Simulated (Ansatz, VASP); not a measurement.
# One calculation of Hf, two programs

```
Hf
1.0
     0.00000    2.30325    2.22000
     2.22000    0.00000    2.22000
     2.22000    2.30325    0.00000
Hf
1
Direct
  0.00000 0.00000 0.00000
```

Change from the starting cell: strain +0.0375 x Voigt [0, 1, 0, 0, 0, 0], atoms carried along.

Alike in both runs: task single point; functional PBEsol; k mesh 18 × 18 × 18; occupations gaussian, width 0.15 eV; no spin polarisation.

|  | VASP | Ansatz |
| --- | --- | --- |
| version | VASP 6.6.1 | Ansatz 0.2.0 |
| potentials or method | VASP PAW PBE potentials, release 64 (Hf_pv), cutoff 500 eV | scalar-relativistic, plane waves, PAW |
| valence electrons in the cell | 10 | 26 |

```csv
,VASP,Ansatz,Ansatz less VASP
gap on the k mesh at the Fermi level (eV),none,none,-
pressure (GPa),-5.5,-5.1,+0.40
"traceless stress, the component that is largest in VASP (GPa)",-1.39,-1.37,+0.012
```

VASP's potentials were made for PBE, not for PBEsol. A gap of «none» marks a metal or a gap that the smearing closes. With one functional, cell and mesh, what is left measures potentials, basis and numerics. VASP's potentials hold 10 valence electrons a cell and Ansatz's 26, so a difference there can come from the potentials and not from the codes.

Spin-orbit coupling is off throughout.
